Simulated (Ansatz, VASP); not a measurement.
# GaAs: VASP beside Ansatz

```
CELL_PARAMETERS angstrom
0.00000 2.85484 2.85484
2.85484 0.00000 2.85484
2.85484 2.85484 0.00000
ATOMIC_POSITIONS crystal
Ga 0.00000 0.00000 0.00000
As 0.75000 0.75000 0.75000
```

Change from the starting cell: volume scaled by 1.03, PAW files.

Alike in both runs: task electric field gradients; functional PBE; k mesh 11 × 11 × 11; occupations fermi-dirac, width 0.05 eV; no spin polarisation.

|  | VASP | Ansatz |
| --- | --- | --- |
| version | VASP 6.6.1 | Ansatz 0.2.0 |
| potentials or method | VASP PAW PBE potentials, release 64 (Ga_d, As) | PAW with Ansatz's default frozen-core files, scalar-relativistic |
| plane-wave cutoff (eV) | 520 | 420 |
| valence electrons in the cell | 18 | 28 |

```csv
,VASP,Ansatz,Ansatz less VASP
pressure (GPa),1.4,1.2,-0.18
```

With one functional, cell and mesh, what is left measures potentials, basis and numerics. VASP's potentials hold 18 valence electrons a cell and Ansatz's 28, so a difference there can come from the potentials and not from the codes.
